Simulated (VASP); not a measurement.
A run of VASP 6.6.1:

File INCAR:

```
PREC = Accurate
ENCUT = 600
EDIFF = 1E-6
ISMEAR = 0
SIGMA = 0.1
LREAL = F
LASPH = T
NELM = 100
ALGO = Fast
ISIF = 3
LWAVE = F
LCHARG = F
GGA = PE
IBRION = 2
NSW = 100
EDIFFG = -0.005
```

KPOINTS

```
Automatic mesh
0
Gamma
  18 18 18
```

Contents of POSCAR:

```
Pt
1.0
    0.0000000000      1.9836410160      1.9836410160
    1.9836410160      0.0000000000      1.9836410160
    1.9836410160      1.9836410160      0.0000000000
Pt
1
Direct
    0.0000000000      0.0000000000      0.0000000000
```

Potentials or basis: VASP PAW PBE potentials, release 64 (Pt).

Run with:

```console
$ cat potpaw_PBE.64/Pt/POTCAR > POTCAR
$ mpirun -np 1 vasp_std > vasp.out
```

Hardware: 1 thread of Intel(R) Xeon(R) 6975P-C (Granite Rapids) (shared host).

Problem. How long does it take, and how much memory?

Solution. It took 18 s on 1 thread of Intel(R) Xeon(R) 6975P-C (Granite Rapids), with other jobs on the host, peak memory 0.17 GiB. Counts: scf iterations 21, k points 195, ion steps 3.
